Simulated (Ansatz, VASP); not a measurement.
## One calculation of SnSe, two programs

```
CELL_PARAMETERS angstrom
0.00000 3.10030 3.01000
3.10030 0.00000 3.01000
3.10030 3.10030 0.00000
ATOMIC_POSITIONS crystal
Sn 0.00000 0.00000 0.00000
Se 0.50000 0.50000 0.50000
```

Change from the starting cell: equal xx and yy strain of +3 %.

Alike in both runs: task single point; functional PBE; k mesh 9 × 9 × 9; occupations fermi-dirac, width 0.02 eV; no spin polarisation.

|  | VASP | Ansatz |
| --- | --- | --- |
| version | VASP 6.6.1 | Ansatz 0.2.0 |
| potentials or method | VASP PAW PBE potentials, release 64 (Sn_d, Se), cutoff 520 eV | all-electron LAPW, scalar-relativistic |

|  | VASP | Ansatz | Ansatz less VASP |
| --- | --- | --- | --- |
| pressure (GPa) | -1.6 | -1.6 | +0.01 |
| traceless stress, the component that is largest in VASP (GPa) | 1.94 | 1.93 | -0.009 |

Ansatz ran all-electron here, and VASP with PAW potentials.
